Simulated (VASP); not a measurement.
# Ge (Fd-3m) in VASP: single point with LDA

Aim: the single point of Ge with LDA.

Program: VASP 6.6.1. These are calculated values, not measurements. Logs are shortened: lines on timing, memory, paths and dates and some standing lists are left out, and cuts for length are marked.

### 1 The cell of the first run

It takes space group Fd-3m (No. 227, cubic). Conventional cell: a = 5.623 Å, b = 5.623 Å, c = 5.623 Å, α = 90.00°, β = 90.00°, γ = 90.00°. Ge (site symmetry -43m) has 4 Ge at 2.43 Å within 3.2 Å.

### 2 Single point, LDA

INCAR reads:

```
SYSTEM = Ge
  PREC = Accurate
  ENCUT = 500
  EDIFF = 1E-6
  ISMEAR = -1
  SIGMA = 0.15
  LREAL = .FALSE.
  LASPH = .TRUE.
  NELM = 120
  ALGO = Normal
  ISIF = 2
  LWAVE = .FALSE.
  LCHARG = .FALSE.
  GGA = CA
  NBANDS = 21
  GGA_COMPAT = .FALSE.
```

KPOINTS reads:

```
regular mesh
0
G
  12 12 12
  0 0 0
```

POSCAR reads:

```
Ge
1.0
    0.0000000000      2.8116701408      2.8116701408
    2.8116701408      0.0000000000      2.8116701408
    2.8116701408      2.8116701408      0.0000000000
Ge
2
Direct
    0.5000000000      0.5000000000      0.5000000000
    0.7500000000      0.7500000000      0.7500000000
```

Potentials or basis: VASP PAW LDA potentials, release 64 (Ge_d).

On the command line:

```
$ cat potpaw_LDA.64/Ge_d/POTCAR > POTCAR
$ mpirun -np 1 vasp_std > vasp.out
```

OUTCAR:

```text
SYSTEM = Ge
   PREC = Accurate
   ENCUT = 500
   EDIFF = 1E-6
   ISMEAR = -1
   LREAL = .FALSE.
   LASPH = .TRUE.
   NELM = 120
   ISIF = 2
   GGA = CA

 ion  position               nearest neighbor table
   1  0.500  0.500  0.500-   2 2.43   2 2.43   2 2.43   2 2.43
   2  0.750  0.750  0.750-   1 2.43   1 2.43   1 2.43   1 2.43

  LATTYP: Found a face centered cubic cell.
 ALAT       =     5.6233402816

  Lattice vectors:

 A1 = (   0.0000000000,   2.8116701408,   2.8116701408)
 A2 = (   2.8116701408,   0.0000000000,   2.8116701408)
 A3 = (   2.8116701408,   2.8116701408,   0.0000000000)

Analysis of symmetry for initial positions (statically):
=====================================================================
 Subroutine PRICEL returns:
 Original cell was already a primitive cell.

 Routine SETGRP: Setting up the symmetry group for a
 face centered cubic supercell.

 Subroutine GETGRP returns: Found 48 space group operations
 (whereof 24 operations were pure point group operations)
 out of a pool of 48 trial point group operations.

The static configuration has the point symmetry T_d .
 The point group associated with its full space group is O_h .

Analysis of symmetry for dynamics (positions and initial velocities):
=====================================================================
 Subroutine PRICEL returns:
 Original cell was already a primitive cell.

 Routine SETGRP: Setting up the symmetry group for a
 face centered cubic supercell.

 Subroutine GETGRP returns: Found 48 space group operations
 (whereof 24 operations were pure point group operations)
 out of a pool of 48 trial point group operations.

The dynamic configuration has the point symmetry T_d .
 The point group associated with its full space group is O_h .

 Subroutine INISYM returns: Found 48 space group operations
 (whereof 24 operations are pure point group operations),
 and found     1 'primitive' translations

----------------------------------------------------------------------------------------

                                     Primitive cell

  volume of cell :      44.4553

  direct lattice vectors                    reciprocal lattice vectors
     0.000000000  2.811670141  2.811670141    -0.177830249  0.177830249  0.177830249
     2.811670141  0.000000000  2.811670141     0.177830249 -0.177830249  0.177830249
     2.811670141  2.811670141  0.000000000     0.177830249  0.177830249 -0.177830249

  length of vectors
     3.976302046  3.976302046  3.976302046     0.308011026  0.308011026  0.308011026

  position of ions in fractional coordinates (direct lattice)
     0.500000000  0.500000000  0.500000000
     0.750000000  0.750000000  0.750000000

  ion indices of the primitive-cell ions
   primitive index   ion index
                 1           1
                 2           2

----------------------------------------------------------------------------------------

 KPOINTS: regular mesh

Automatic generation of k-mesh.
 Grid dimensions read from file:
 generate k-points for:   12   12   12

 Generating k-lattice:

  Cartesian coordinates                     Fractional coordinates (reciprocal lattice)
    -0.014819187  0.014819187  0.014819187     0.083333333  0.000000000  0.000000000
     0.014819187 -0.014819187  0.014819187     0.000000000  0.083333333  0.000000000
     0.014819187  0.014819187 -0.014819187     0.000000000  0.000000000  0.083333333

  Length of vectors
     0.025667585  0.025667585  0.025667585

  Shift w.r.t. Gamma in fractional coordinates (k-lattice)
     0.000000000  0.000000000  0.000000000

 Subroutine IBZKPT returns following result:
 ===========================================

 Found     72 irreducible k-points:

 Following reciprocal coordinates:
            Coordinates               Weight
  0.000000  0.000000  0.000000      1.000000
  0.083333  0.000000  0.000000      8.000000
  0.166667  0.000000  0.000000      8.000000
  0.250000  0.000000  0.000000      8.000000
  0.333333  0.000000  0.000000      8.000000
  0.416667  0.000000  0.000000      8.000000
[... 16 lines left out ...]
  0.500000  0.166667  0.000000     24.000000
 -0.416667  0.166667  0.000000     24.000000
 [... further k-points ...]
   k-points           NKPTS =     72   k-points in BZ     NKDIM =     72   number of bands    NBANDS=     21
   number of dos      NEDOS =    301   number of ions     NIONS =      2
   total plane-waves  NPLWV =  27000
   dimension x,y,z NGX =    30 NGY =   30 NGZ =   30
   dimension x,y,z NGXF=    60 NGYF=   60 NGZF=   60
   ions per type =               2
   NGX,Y,Z   is equivalent  to a cutoff of  12.54, 12.54, 12.54 a.u.
   NGXF,Y,Z  is equivalent  to a cutoff of  25.09, 25.09, 25.09 a.u.
 SYSTEM =  Ge
   PREC   = accura    normal or accurate (medium, high low for compatibility)
   ISTART =      0    job   : 0-new  1-cont  2-samecut
   ICHARG =      2    charge: 1-file 2-atom 10-const
   ISPIN  =      1    spin polarized calculation?
   LNONCOLLINEAR =      F non collinear calculations
   LSORBIT =      F    spin-orbit coupling
   LASPH  =      T    aspherical Exc in radial PAW
   ENCUT  =  500.0 eV  36.75 Ry    6.06 a.u.   7.25  7.25  7.25*2*pi/ulx,y,z
   NELM   =    120;   NELMIN=  2; NELMDL= -5     # of ELM steps
   EDIFF  = 0.1E-05   stopping-criterion for ELM
   LREAL  =      F    real-space projection
   EDIFFG = 0.1E-04   stopping-criterion for IOM
   NSW    =      0    number of steps for IOM
   IBRION =     -1    ionic relax: 0-MD 1-quasi-New 2-CG
   NFREE  =      0    steps in history (QN), initial steepest desc. (CG)
   ISIF   =      2    stress and relaxation
   ISYM   =      2    0-nonsym 1-usesym 2-fastsym
   POTIM  = 0.5000    time-step for ionic-motion
   TEBEG  =    0.0;   TEEND  =   0.0 temperature during run
   PSTRESS=    0.0 pullay stress
   NELECT =      28.0000    total number of electrons
   NUPDOWN=      -1.0000    fix difference up-down
   EMIN   =  10.00;   EMAX   =-10.00  energy-range for DOS
   EFERMI =   0.00;   METHOD = LEGACY
   ISMEAR =    -1;   SIGMA  =   0.15  broadening in eV -4-tet -1-fermi 0-gaus
   EFERMI_NEDOS =   21; number of points for ismear=-14 and -15
   IALGO  =     38    algorithm
   IMIX   =      4    mixing-type and parameters
     AMIX     =   0.40;   BMIX     =  1.00
     AMIX_MAG =   1.60;   BMIX_MAG =  1.00
  volume/ion in A,a.u.               =      22.23       150.00
  Fermi-wavevector in a.u.,A,eV,Ry     =   1.403308  2.651868 26.793608  1.969275
  Thomas-Fermi vector in A             =   2.525983
   LORBIT       =      0    0 simple, 1 ext, 2 COOP (PROOUT), +10 PAW based schemes
   GGA     = CA    functional components
   LHFCALC =     F    Hartree Fock is set to
   AEXX    =    0.0000 exact exchange contribution
   IVDW    =     0    specifies the selected vdW correction
   LEPSILON=     F    determine dielectric tensor
   LRPA    =     F    only Hartree local field effects (RPA)
 non-spin polarized calculation
  energy-cutoff  :      500.00
  volume of cell :       44.46
 maximum number of plane-waves:      1158
 NGX is ok and might be reduce to    30
   NGX = 15   NGY = 15   NGZ = 15

 number of electron      28.0000032 magnetization

 Free energy of the ion-electron system (eV)
  ---------------------------------------------------
  ext. energy  EPLUGINS =         0.00000000
  ---------------------------------------------------
  free energy    TOTEN  =       -10.39387095 eV

  energy without entropy =      -10.38573309  energy(sigma->0) =      -10.38980202

 E-fermi :   4.9637     XC(G=0): -10.3760

 val. band max:        4.9254521206   @ k =   0.0000   0.0000   0.0000
 cond. band min:       5.0246371351   @ k =   0.5000   0.0000   0.0000
 fundamental gap:      0.0991850145
 Fermi energy:         4.9636925516

 k-point     1 :       0.0000    0.0000    0.0000
  band No.  band energies     occupation
      1     -20.0655      2.00000
      2     -20.0655      2.00000
      3     -20.0655      2.00000
      4     -20.0272      2.00000
      5     -20.0272      2.00000
      6     -19.8065      2.00000
[... 13 lines left out ...]
     20      14.5030      0.00000
     21      14.5030      0.00000

 k-point     2 :       0.0833    0.0000    0.0000
  band No.  band energies     occupation
      1     -20.0699      2.00000
      2     -20.0699      2.00000
      3     -20.0643      2.00000
      4     -20.0211      2.00000
      5     -20.0211      2.00000
      6     -19.8134      2.00000
[... 13 lines left out ...]
     20      13.8757      0.00000
     21      13.8757      0.00000

 k-point     3 :       0.1667    0.0000    0.0000
  band No.  band energies     occupation
      1     -20.0779      2.00000
      2     -20.0779      2.00000
      3     -20.0610      2.00000
      4     -20.0090      2.00000
      5     -20.0090      2.00000
      6     -19.8240      2.00000
[... 13 lines left out ...]
     20      13.2907      0.00000
     21      13.2907      0.00000

 k-point     4 :       0.2500    0.0000    0.0000
  band No.  band energies     occupation
      1     -20.0845      2.00000
      2     -20.0845      2.00000
      3     -20.0564      2.00000
      4     -19.9972      2.00000
      5     -19.9972      2.00000
      6     -19.8329      2.00000
[... 13 lines left out ...]
     20      13.2678      0.00000
     21      13.2678      0.00000

 k-point     5 :       0.3333    0.0000    0.0000
  band No.  band energies     occupation
      1     -20.0885      2.00000
      2     -20.0885      2.00000
      3     -20.0518      2.00000
      4     -19.9889      2.00000
      5     -19.9889      2.00000
      6     -19.8387      2.00000
[... 13 lines left out ...]
     20      13.9209      0.00000
     21      13.9209      0.00000
[... 382 lines left out ...]
     20      14.5632      0.00000
     21      15.2708      0.00000

 k-point    22 :       0.4167    0.1667    0.0000
  band No.  band energies     occupation
      1     -20.1043      2.00000
      2     -20.0909      2.00000
      3     -20.0410      2.00000
      4     -19.9784      2.00000
      5     -19.9567      2.00000
      6     -19.8881      2.00000
[... 13 lines left out ...]
     20      15.1590      0.00000
     21      16.1503      0.00000

 k-point    23 :       0.5000    0.1667    0.0000
  band No.  band energies     occupation
      1     -20.1085      2.00000
      2     -20.0947      2.00000
      3     -20.0297      2.00000
      4     -19.9692      2.00000
      5     -19.9605      2.00000
      6     -19.8808      2.00000
[... 13 lines left out ...]
     20      15.9225      0.00000
     21      16.2054      0.00000

 k-point    24 :      -0.4167    0.1667    0.0000
  band No.  band energies     occupation
      1     -20.1087      2.00000
      2     -20.0973      2.00000
      3     -20.0236      2.00000
      4     -19.9702      2.00000
      5     -19.9625      2.00000
      6     -19.8666      2.00000
[... 13 lines left out ...]
     20      14.6327      0.00000
     21      15.2141      0.00000

 [... further k-points ...]

------------------------ aborting loop because EDIFF is reached ----------------------------------------

  FORCE on cell =-STRESS in cart. coord.  units (eV):
  Direction    XX          YY          ZZ          XY          YZ          ZX
  --------------------------------------------------------------------------------------
  -------------------------------------------------------------------------------------
  Total        0.0525212      0.0525212      0.0525212     -0.0000000      0.0000000      0.0000000
  in kB        1.8928761      1.8928761      1.8928761     -0.0000000      0.0000000      0.0000000
  external PRESSURE =       1.8928761 kB  Pullay stress =       0.0000000 kB

 VOLUME and BASIS-vectors are now :
 -----------------------------------------------------------------------------
  energy-cutoff  :      500.00
  volume of cell :       44.46
      direct lattice vectors                 reciprocal lattice vectors
     0.000000000  2.811670141  2.811670141    -0.177830249  0.177830249  0.177830249
     2.811670141  0.000000000  2.811670141     0.177830249 -0.177830249  0.177830249
     2.811670141  2.811670141  0.000000000     0.177830249  0.177830249 -0.177830249

 POSITION                                       TOTAL-FORCE (eV/Angst)
 -----------------------------------------------------------------------------------
      2.81167      2.81167      2.81167        -0.000000     -0.000000     -0.000000
      4.21751      4.21751      4.21751         0.000000      0.000000      0.000000
 -----------------------------------------------------------------------------------
    total drift:                                0.000000     -0.000000      0.000000

  FREE ENERGIE OF THE ION-ELECTRON SYSTEM (eV)
  ---------------------------------------------------
  free  energy   TOTEN  =       -10.3938709480 eV

  energy  without entropy=      -10.3857330879  energy(sigma->0) =      -10.38980202
```

It took 84 s on 1 thread of Intel Xeon 8259CL, shared host; peak memory 0.18 GiB.

Results:

```
Free energy : -10.3939 eV
Pressure    : 0.2 GPa
```
